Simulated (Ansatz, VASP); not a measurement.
# B5Ru3: VASP beside Ansatz

```xyz
8
Lattice="2.9000 0.0000 0.0000 -1.4500 2.5115 0.0000 0.0000 0.0000 10.3000" Properties=species:S:1:pos:R:3 pbc="T T T"
B     0.0000    1.6743    6.6744
B     1.4500    0.8372    7.3542
B     0.0000    1.6743    3.6256
B     1.4500    0.8372    2.9458
B     0.0000    0.0000    0.0000
Ru    0.0000    1.6743    8.8786
Ru    0.0000    1.6743    1.4214
Ru    1.4500    0.8372    5.1500
```

Alike in both runs: task relaxation of cell and atoms; functional PBE; k mesh 6 × 6 × 2; occupations gaussian, width 0.2 eV; no spin polarisation.

|  | VASP | Ansatz |
| --- | --- | --- |
| version | VASP 6.6.1 | Ansatz 0.2.0 |
| potentials or method | VASP PAW PBE potentials, release 64 (B, Ru_pv), cutoff 600 eV | scalar-relativistic, plane waves, PAW |
| valence electrons in the cell | 57 | 63 |

```tsv
	VASP	Ansatz	Ansatz less VASP
gap on the k mesh at the Fermi level, each at its own relaxed structure (eV)	none	none	-
relaxed volume (Å³/atom)	9.31	9.31	+0.004
relaxed cell length with the largest relative difference (Å)	2.915	2.916	+0.0009
```

A gap of «none» marks a metal or a gap that the smearing closes. VASP's potentials hold 57 valence electrons a cell and Ansatz's 63, so a difference there can come from the potentials and not from the codes.

The k mesh is coarse, so the values compare programs but aren't converged.
